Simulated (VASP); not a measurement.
A run of VASP 6.6.1 is set up as follows.

The input INCAR:

```
PREC = Accurate ; ENCUT = 520
EDIFF = 1E-8 ; ISMEAR = -1
SIGMA = 0.05 ; LREAL = False
LASPH = True ; NELM = 100
ALGO = Normal ; ISIF = 2
LWAVE = False ; LCHARG = False
GGA = PE ; LEFG = True
NBANDS = 18
```

KPOINTS

```
Automatic mesh
0
Gamma
  12 12 12
```

POSCAR

```
ZnAu
1.0
    3.1205533715      0.0000000000      0.0000000000
    0.0000000000      3.1205533715      0.0000000000
    0.0000000000      0.0000000000      3.1205533715
Zn Au
1 1
Direct
    0.5000000000      0.5000000000      0.5000000000
    0.0000000000      0.0000000000      0.0000000000
```

Potentials or basis: VASP PAW PBE potentials, release 64 (Zn, Au).

Command:

```sh
$ cat potpaw_PBE.64/Zn/POTCAR potpaw_PBE.64/Au/POTCAR > POTCAR
$ mpirun -np 1 vasp_std > vasp.out
```

(1) Estimate the band gap on the k mesh.

(2) Estimate the pressure.

## Answers

(1) zero (an odd number of electrons rules out a gap without spin polarisation).

(2) 8.9 GPa.

Caveat: the cell stands under pressure; spin-orbit coupling is left out, which moves the levels of the heavy elements.
